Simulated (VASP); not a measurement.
# Al27Ga5N32 (P1) in VASP: single point with PBE

Aim: the single point of Al27Ga5N32 with PBE.

Everything below comes from runs of VASP 6.6.1. Logs are shortened: lines on timing, memory, paths and dates and some standing lists are left out, and cuts for length are marked.

### Step 1. The cell of the first run

The typed cell holds 64 atoms: a = 8.844 Å, b = 8.844 Å, c = 8.844 Å, α = 90.00°, β = 90.00°, γ = 90.00°.

### Step 2. Single point, PBE

The input, INCAR:

```
PREC = Accurate
ENCUT = 520
EDIFF = 1E-7
ISMEAR = -1
SIGMA = 0.05
LREAL = Auto
LASPH = T
NELM = 80
ALGO = Normal
ISIF = 2
LWAVE = F
LCHARG = F
GGA = PE
NBANDS = 191
ISYM = 0
```

The input, KPOINTS:

```
Automatic mesh
0
Gamma
  1 1 1
  0.25 0.25 0.25
```

The input, POSCAR:

```
Al27Ga5N32
1.0
    8.8443130000      0.0000000000      0.0000000000
    0.0000000000      8.8443130000      0.0000000000
    0.0000000000      0.0000000000      8.8443130000
Al Ga N
27 5 32
Direct
    0.9693970000      0.0254830000      0.0143900000
    0.9893240000      0.0047960000      0.5185870000
    0.9699790000      0.5182380000      0.0206940000
    0.4730520000      0.0052770000      0.0133480000
    0.4683350000      0.0266960000      0.5197510000
    0.4641560000      0.5206370000      0.0282610000
    0.4755920000      0.5011940000      0.5196600000
    0.2180920000      0.2436220000      0.4986050000
    0.2139450000      0.7443050000      0.0299120000
    0.2034500000      0.7623340000      0.4907340000
    0.7000890000      0.2716610000      0.0109100000
    0.7479680000      0.2632620000      0.4970560000
    0.7177300000      0.7624960000      0.0226500000
    0.7332790000      0.7799520000      0.5114500000
    0.2243890000      0.0052720000      0.2482790000
    0.2297310000      0.9814770000      0.7830220000
    0.2259550000      0.5039760000      0.2734410000
    0.7269820000      0.0207350000      0.2502190000
    0.7280750000      0.5136220000      0.2600420000
    0.7161610000      0.4907330000      0.7659120000
    0.9715170000      0.2687970000      0.2411700000
    0.9626830000      0.2517030000      0.7677100000
    0.9527210000      0.7344210000      0.2518760000
    0.9778430000      0.7728240000      0.7686980000
    0.4523240000      0.2672100000      0.2691230000
    0.4546320000      0.2597730000      0.7427430000
    0.4794580000      0.7641930000      0.2884260000
    0.9596860000      0.5030820000      0.5367880000
    0.2403290000      0.2727010000      0.9912060000
    0.2128030000      0.4978990000      0.7338330000
    0.7239620000      0.0111630000      0.7668100000
    0.4649920000      0.7555380000      0.7461090000
    0.1002870000      0.1496240000      0.1161570000
    0.1032190000      0.1233100000      0.6353090000
    0.0980540000      0.6311930000      0.1563750000
    0.0839650000      0.6509330000      0.6237490000
    0.6013780000      0.1589630000      0.1510790000
    0.6101480000      0.1536700000      0.6346300000
    0.6085300000      0.6382350000      0.1617460000
    0.6087620000      0.6186690000      0.6383240000
    0.3517300000      0.4046280000      0.1474310000
    0.3528850000      0.3799430000      0.6212110000
    0.3518940000      0.8619210000      0.1325050000
    0.3317290000      0.8886620000      0.6232310000
    0.8345330000      0.3847130000      0.1454400000
    0.8331390000      0.3811760000      0.6399250000
    0.8469800000      0.8872530000      0.1359460000
    0.8600030000      0.9104760000      0.6343330000
    0.3527530000      0.1346630000      0.3780690000
    0.3557380000      0.1319080000      0.8727300000
    0.3504560000      0.6399980000      0.3993070000
    0.3445650000      0.6348790000      0.9089740000
    0.8679480000      0.1264760000      0.3664050000
    0.8369600000      0.1438520000      0.8847520000
    0.8361330000      0.6370210000      0.4148890000
    0.8469230000      0.6251090000      0.8856360000
    0.0919710000      0.3790730000      0.3771550000
    0.0805430000      0.3942020000      0.8926360000
    0.0654860000      0.8659830000      0.3847470000
    0.1063050000      0.8690290000      0.8964270000
    0.6026640000      0.3738000000      0.3789940000
    0.5642100000      0.3817440000      0.8882690000
    0.6010640000      0.9071260000      0.3980640000
    0.5771360000      0.8793790000      0.9040810000
```

Potentials or basis: VASP PAW PBE potentials, release 64 (Al, Ga_d, N).

On the command line:

```console
> cat potpaw_PBE.64/Al/POTCAR potpaw_PBE.64/Ga_d/POTCAR potpaw_PBE.64/N/POTCAR > POTCAR
> mpirun -np 1 vasp_std > vasp.out
```

OUTCAR:

```text
PREC = Accurate
   ENCUT = 520
   EDIFF = 1E-7
   ISMEAR = -1
   LREAL = Auto
   LASPH = T
   NELM = 80
   ISIF = 2
   GGA = PE
   ISYM = 0

 ion  position               nearest neighbor table
   1  0.969  0.025  0.014-  33 1.83  54 1.94  47 1.96  60 2.11  21 2.94  22 2.96  18 2.99  15 3.07
                            31 3.09  16 3.10  24 3.12  13 3.22  11 3.23   9 3.30  23 3.33
   2  0.989  0.005  0.519-  48 1.75  34 1.78  59 1.83  53 2.03  10 2.87   8 2.93  14 3.01  24 3.02
                            22 3.11  12 3.13  16 3.17  15 3.17  18 3.32
   3  0.970  0.518  0.021-  58 1.86  56 1.87  35 1.93  45 2.01  23 2.80   9 2.94  21 2.94  19 3.01
                            13 3.11  24 3.17  17 3.18  20 3.19  11 3.23  22 3.25
   4  0.473  0.005  0.013-  64 1.74  43 1.97  50 1.97  37 2.15  16 2.97  15 3.03  13 3.05  18 3.07
                            11 3.10  31 3.11  29 3.14  27 3.24  25 3.24   9 3.26  26 3.29
   5  0.468  0.027  0.520-  49 1.88  63 1.91  44 1.95  38 1.97  26 2.86   8 2.94  25 3.08  27 3.10
                            32 3.12  16 3.17  14 3.20  15 3.23  12 3.25  18 3.30  10 3.32
   6  0.464  0.521  0.028-  41 1.78  52 1.80  62 1.96  39 2.03   9 2.97  29 2.97  17 3.03  11 3.04
                            25 3.09  13 3.10  19 3.11  27 3.15  20 3.23
   7  0.476  0.501  0.520-  42 1.77  40 1.89  51 1.97  61 2.02  26 2.91  30 3.00  32 3.01  25 3.04
                            20 3.05  27 3.10  17 3.10  19 3.20  12 3.20   8 3.23  10 3.35  14 3.36
   8  0.218  0.244  0.499-  49 1.87  34 1.90  57 1.96  42 2.01  25 2.91   2 2.93   5 2.94  26 3.01
                            17 3.05  15 3.06  30 3.06  21 3.16   7 3.23  22 3.28
   9  0.214  0.744  0.030-  35 1.82  43 1.84  52 1.85  60 1.88   3 2.94   6 2.97  15 3.01  17 3.03
                            16 3.03  23 3.03  24 3.12   4 3.26  27 3.28   1 3.30
  10  0.203  0.762  0.491-  59 1.79  36 1.86  51 1.87  44 1.98   2 2.87  17 2.99  27 3.03  15 3.04
                            23 3.07  24 3.17  16 3.24   5 3.32   7 3.35
  11  0.700  0.272  0.011-  37 1.81  62 1.89  45 1.96  54 2.00  20 2.91   6 3.04  18 3.08  19 3.08
                             4 3.10  21 3.15  25 3.17  22 3.17  26 3.22   1 3.23   3 3.23
[... 34 lines left out ...]
  29  0.240  0.273  0.991-  50 1.92  58 1.98  33 1.99  41 2.06  26 2.90   6 2.97  25 3.09   4 3.14

  30  0.213  0.498  0.734-  42 1.90  36 2.02  58 2.05  52 2.29  28 2.84   7 3.00  26 3.00   8 3.06
                            22 3.12
  31  0.724  0.011  0.767-  54 1.86  48 1.90  38 1.99  64 2.13  22 3.00  14 3.05  24 3.08   1 3.09
                             4 3.11
  32  0.465  0.756  0.746-  44 1.99  40 2.00  64 2.03  52 2.09  16 2.90   7 3.01   5 3.12
  33  0.100  0.150  0.116-   1 1.83  21 1.91  29 1.99  15 2.05
  34  0.103  0.123  0.635-   2 1.78   8 1.90  22 2.05  16 2.13
  35  0.098  0.631  0.156-  23 1.79   9 1.82  17 1.90   3 1.93
  36  0.084  0.651  0.624-  10 1.86  28 1.87  24 1.92  30 2.02
  37  0.601  0.159  0.151-  11 1.81  18 1.87  25 1.94   4 2.15
  38  0.610  0.154  0.635-  26 1.92   5 1.97  12 1.98  31 1.99
[... 24 lines left out ...]
  63  0.601  0.907  0.398-  14 1.91   5 1.91  27 1.92  18 1.99
  64  0.577  0.879  0.904-   4 1.74  13 1.93  32 2.03  31 2.13

IMPORTANT INFORMATION: All symmetrisations will be switched off!
NOSYMM: (Re-)initialisation of all symmetry stuff for point group C_1.

----------------------------------------------------------------------------------------

                                     Primitive cell

  volume of cell :     691.8187

  direct lattice vectors                    reciprocal lattice vectors
     8.844313000  0.000000000  0.000000000     0.113067007  0.000000000  0.000000000
     0.000000000  8.844313000  0.000000000     0.000000000  0.113067007  0.000000000
     0.000000000  0.000000000  8.844313000     0.000000000  0.000000000  0.113067007

  length of vectors
     8.844313000  8.844313000  8.844313000     0.113067007  0.113067007  0.113067007

  position of ions in fractional coordinates (direct lattice)
     0.969397000  0.025483000  0.014390000
     0.989324000  0.004796000  0.518587000
     0.969979000  0.518238000  0.020694000
     0.473052000  0.005277000  0.013348000
     0.468335000  0.026696000  0.519751000
     0.464156000  0.520637000  0.028261000
[... 56 lines left out ...]
     0.601064000  0.907126000  0.398064000
     0.577136000  0.879379000  0.904081000

  ion indices of the primitive-cell ions
   primitive index   ion index
                 1           1
                 2           2
                 3           3
                 4           4
                 5           5
                 6           6
[... 56 lines left out ...]
                63          63
                64          64

----------------------------------------------------------------------------------------

 KPOINTS: Automatic mesh

Automatic generation of k-mesh.
 Grid dimensions read from file:
 generate k-points for:    1    1    1

 Generating k-lattice:

  Cartesian coordinates                     Fractional coordinates (reciprocal lattice)
     0.113067007  0.000000000  0.000000000     1.000000000  0.000000000  0.000000000
     0.000000000  0.113067007  0.000000000     0.000000000  1.000000000  0.000000000
     0.000000000  0.000000000  0.113067007     0.000000000  0.000000000  1.000000000

  Length of vectors
     0.113067007  0.113067007  0.113067007

  Shift w.r.t. Gamma in fractional coordinates (k-lattice)
     0.250000000  0.250000000  0.250000000

 Subroutine IBZKPT returns following result:
 ===========================================

 Found      4 irreducible k-points:

 Following reciprocal coordinates:
            Coordinates               Weight
  0.250000  0.250000  0.250000      2.000000
 -0.250000  0.250000  0.250000      2.000000
 -0.250000 -0.250000  0.250000      2.000000
  0.250000 -0.250000  0.250000      2.000000
   k-points           NKPTS =      4   k-points in BZ     NKDIM =      4   number of bands    NBANDS=    191
   number of dos      NEDOS =    301   number of ions     NIONS =     64
   total plane-waves  NPLWV = 343000
   dimension x,y,z NGX =    70 NGY =   70 NGZ =   70
   dimension x,y,z NGXF=   140 NGYF=  140 NGZF=  140
   ions per type =              27   5  32
   NGX,Y,Z   is equivalent  to a cutoff of  13.16, 13.16, 13.16 a.u.
   NGXF,Y,Z  is equivalent  to a cutoff of  26.32, 26.32, 26.32 a.u.
 SYSTEM =  unknown system
   PREC   = accura    normal or accurate (medium, high low for compatibility)
   ISTART =      0    job   : 0-new  1-cont  2-samecut
   ICHARG =      2    charge: 1-file 2-atom 10-const
   ISPIN  =      1    spin polarized calculation?
   LNONCOLLINEAR =      F non collinear calculations
   LSORBIT =      F    spin-orbit coupling
   LASPH  =      T    aspherical Exc in radial PAW
   ENCUT  =  520.0 eV  38.22 Ry    6.18 a.u.  16.44 16.44 16.44*2*pi/ulx,y,z
   NELM   =     80;   NELMIN=  2; NELMDL= -5     # of ELM steps
   EDIFF  = 0.1E-06   stopping-criterion for ELM
   LREAL  =      T    real-space projection
   EDIFFG = 0.1E-05   stopping-criterion for IOM
   NSW    =      0    number of steps for IOM
   IBRION =     -1    ionic relax: 0-MD 1-quasi-New 2-CG
   NFREE  =      0    steps in history (QN), initial steepest desc. (CG)
   ISIF   =      2    stress and relaxation
   ISYM   =      0    0-nonsym 1-usesym 2-fastsym
   POTIM  = 0.5000    time-step for ionic-motion
   TEBEG  =    0.0;   TEEND  =   0.0 temperature during run
   PSTRESS=    0.0 pullay stress
   NELECT =     306.0000    total number of electrons
   NUPDOWN=      -1.0000    fix difference up-down
   EMIN   =  10.00;   EMAX   =-10.00  energy-range for DOS
   EFERMI =   0.00;   METHOD = LEGACY
   ISMEAR =    -1;   SIGMA  =   0.05  broadening in eV -4-tet -1-fermi 0-gaus
   EFERMI_NEDOS =   21; number of points for ismear=-14 and -15
   IALGO  =     38    algorithm
   IMIX   =      4    mixing-type and parameters
     AMIX     =   0.40;   BMIX     =  1.00
     AMIX_MAG =   1.60;   BMIX_MAG =  1.00
  volume/ion in A,a.u.               =      10.81        72.95
  Fermi-wavevector in a.u.,A,eV,Ry     =   1.247339  2.357129 21.168690  1.555855
  Thomas-Fermi vector in A             =   2.381476
   LORBIT       =      0    0 simple, 1 ext, 2 COOP (PROOUT), +10 PAW based schemes
   GGA     = PE    functional components
   LHFCALC =     F    Hartree Fock is set to
   AEXX    =    0.0000 exact exchange contribution
   IVDW    =     0    specifies the selected vdW correction
   LEPSILON=     F    determine dielectric tensor
   LRPA    =     F    only Hartree local field effects (RPA)
 non-spin polarized calculation
  energy-cutoff  :      520.00
  volume of cell :      691.82
 maximum number of plane-waves:     18604
 NGX is ok and might be reduce to    70
   NGX = 33   NGY = 33   NGZ = 33

 number of electron     305.9999987 magnetization

 Free energy of the ion-electron system (eV)
  ---------------------------------------------------
  ext. energy  EPLUGINS =         0.00000000
  ---------------------------------------------------
  free energy    TOTEN  =      -449.65861074 eV

  energy without entropy =     -449.65861074  energy(sigma->0) =     -449.65861074

 E-fermi :   7.2635     XC(G=0): -10.9756

 val. band max:        6.0591597404   @ k =  -0.2500  -0.2500   0.2500
 cond. band min:       9.1889965973   @ k =   0.2500  -0.2500   0.2500
 fundamental gap:      3.1298368570
 Fermi energy:         7.2635288380

 k-point     1 :       0.2500    0.2500    0.2500
  band No.  band energies     occupation
      1      -9.4132      2.00000
      2      -9.1457      2.00000
      3      -8.9596      2.00000
      4      -8.8864      2.00000
      5      -8.6539      2.00000
      6      -8.5941      2.00000
[... 661 lines left out ...]
    164      11.0447      0.00000
    165      11.1255      0.00000
 [bands above 165 left out]

------------------------ aborting loop because EDIFF is reached ----------------------------------------

  FORCE on cell =-STRESS in cart. coord.  units (eV):
  Direction    XX          YY          ZZ          XY          YZ          ZX
  --------------------------------------------------------------------------------------
  -------------------------------------------------------------------------------------
  Total       14.0522852     16.7212343     11.0121004     -0.6192794     -2.2173781     -6.3146399
  in kB       32.5435726     38.7245699     25.5028333     -1.4341841     -5.1352079    -14.6240230
  external PRESSURE =      32.2569919 kB  Pullay stress =       0.0000000 kB

 VOLUME and BASIS-vectors are now :
 -----------------------------------------------------------------------------
  energy-cutoff  :      520.00
  volume of cell :      691.82
      direct lattice vectors                 reciprocal lattice vectors
     8.844313000  0.000000000  0.000000000     0.113067007  0.000000000  0.000000000
     0.000000000  8.844313000  0.000000000     0.000000000  0.113067007  0.000000000
     0.000000000  0.000000000  8.844313000     0.000000000  0.000000000  0.113067007

 POSITION                                       TOTAL-FORCE (eV/Angst)
 -----------------------------------------------------------------------------------
      8.57365      0.22538      0.12727        -0.169329     -1.584678     -0.490144
      8.74989      0.04242      4.58655        -1.150054      1.231841     -3.219007
      8.57880      4.58346      0.18302        -0.475311     -0.935908     -0.361659
      4.18382      0.04667      0.11805        -0.936627      1.865856      1.657899
      4.14210      0.23611      4.59684         1.402925     -0.842928     -0.362904
      4.10514      4.60468      0.24995         2.201920      0.380748     -1.131817
[... 56 lines left out ...]
      5.31600      8.02291      3.52060        -0.045898     -1.061669     -0.607386
      5.10437      7.77750      7.99598         3.076761     -0.899034     -2.488359
 -----------------------------------------------------------------------------------
    total drift:                                0.002230      0.009021     -0.012772

  FREE ENERGIE OF THE ION-ELECTRON SYSTEM (eV)
  ---------------------------------------------------
  free  energy   TOTEN  =      -449.6586107398 eV

  energy  without entropy=     -449.6586107398  energy(sigma->0) =     -449.65861074
```

Run time: 19 min. Hardware: 1 thread of Intel Xeon Platinum 8488C (Sapphire Rapids), shared host; peak memory 0.89 GiB.

Results:

```yaml
Free_energy: -449.6586 eV
Pressure: 3.2 GPa
Largest_force: 4.276 eV/Å
Band_gap_on_the_k_mesh: 3.13 eV
```

Forces on the atoms (eV/Å):
```
Al  -0.169 -1.585 -0.490
Al  -1.150  1.232 -3.219
Al  -0.475 -0.936 -0.362
Al  -0.937  1.866  1.658
Al   1.403 -0.843 -0.363
Al   2.202  0.381 -1.132
Al   2.164  1.432 -2.474
Al  -0.887  1.078  0.544
Al   1.066  0.474 -1.222
Al   1.456 -0.472  1.426
Al   0.722 -0.034 -0.076
Al  -2.547 -1.817 -1.098
Al  -0.327 -0.772 -1.237
Al  -1.225 -0.087  1.376
Al  -0.892 -0.277  0.186
Al   0.115  2.523 -2.284
Al  -0.680  1.485  0.714
Al  -0.410 -0.010  1.796
Al  -1.130 -1.195  3.502
Al  -1.159  1.764  1.292
Al   0.637 -1.503  1.648
Al   1.442  1.049 -1.151
Al  -0.001  2.818  2.921
Al  -1.578 -1.737 -0.887
Al   4.006  0.827 -1.239
Al   3.447 -0.745  1.931
Al   0.240  0.081 -1.298
Ga   1.043  1.304 -2.863
Ga  -1.159  0.288  1.207
Ga  -0.275  2.068  2.528
Ga  -1.907  0.026 -0.427
Ga   0.203 -0.925  1.426
N    0.969 -1.082  1.252
N    0.626  1.697  1.908
N   -0.761 -1.393 -1.182
N    1.317 -0.818  1.842
N   -1.968 -2.736 -1.459
N   -1.743 -1.047 -0.394
N   -1.658  1.326 -2.100
N   -0.953  2.043 -0.326
N   -1.043 -2.198 -0.072
N   -3.022 -0.810 -0.588
N   -0.111  2.737  1.966
N    0.840 -0.139  0.222
N    1.212  1.041 -2.713
N    1.625 -2.040  1.516
N    0.048 -0.236 -0.949
N   -1.598 -3.345  2.132
N   -2.568 -1.579  0.705
N   -0.559 -1.261  0.993
N   -0.380 -1.188 -0.253
N   -0.821 -0.135 -2.700
N   -0.131  1.340  1.618
N    0.540 -0.112  2.606
N    0.669 -1.172 -4.053
N   -0.494  1.608  0.447
N    0.625 -0.117  1.484
N    1.091 -1.201 -1.897
N    2.254  1.575 -1.884
N   -1.573  1.259  1.314
N   -0.551  1.417  1.244
N    1.851  0.767  0.079
N   -0.046 -1.062 -0.607
N    3.077 -0.899 -2.488
```

Stress tensor (GPa, compression positive):
```
 3.25 -0.14 -1.46
-0.14  3.87 -0.51
-1.46 -0.51  2.55
```

Caveat: the cell stands under pressure; a shifted mesh leaves out Γ, where band edges can lie; forces of over 1 eV/Å act on the atoms, so gaps and moduli don't describe the material at rest.
